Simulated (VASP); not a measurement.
Here is a VASP 6.6.1 calculation.

Contents of INCAR:

```
SYSTEM = LiH
  ALGO = Normal
  EDIFF = 1E-7
  EDIFFG = -0.01
  ENCUT = 600
  GGA = PE
  IBRION = 2
  ISIF = 3
  ISMEAR = 0
  LASPH = .TRUE.
  LCHARG = .FALSE.
  LREAL = .FALSE.
  LWAVE = .FALSE.
  NELM = 60
  NSW = 100
  PREC = Accurate
  SIGMA = 0.02
```

File KPOINTS:

```
k-points
0
G
  10 10 10
  0 0 0
```

POSCAR

```
LiH
1.0
    2.5148990303      0.0000000000      0.0000000000
    0.0000000000      2.5148990303      0.0000000000
    0.0000000000      0.0000000000      2.5148990303
Li H
1 1
Direct
    0.0000000000      0.0000000000      0.0000000000
    0.5000000000      0.5000000000      0.5000000000
```

Potentials or basis: VASP PAW PBE potentials, release 64 (Li_sv, H).

The run is started by

```sh
$ cat potpaw_PBE.64/Li_sv/POTCAR potpaw_PBE.64/H/POTCAR > POTCAR
$ mpirun -np 1 vasp_std > vasp.out
```

(1) Predict the relaxed cell.

(2) Estimate the relaxed volume.

(3) What does it give for the band gap on the k mesh?

Answers

(1) a = 2.503 Å, b = 2.503 Å, c = 2.503 Å, α = 90.00°, β = 90.00°, γ = 90.00°.

(2) 7.84 Å³/atom.

(3) 0.73 eV, indirect (least direct gap 4.21 eV).

Caveat: the cutoff is under 1.25 times the usual one of these potentials, so pressure, stress and relaxed cells hold a basis-set (Pulay) error.
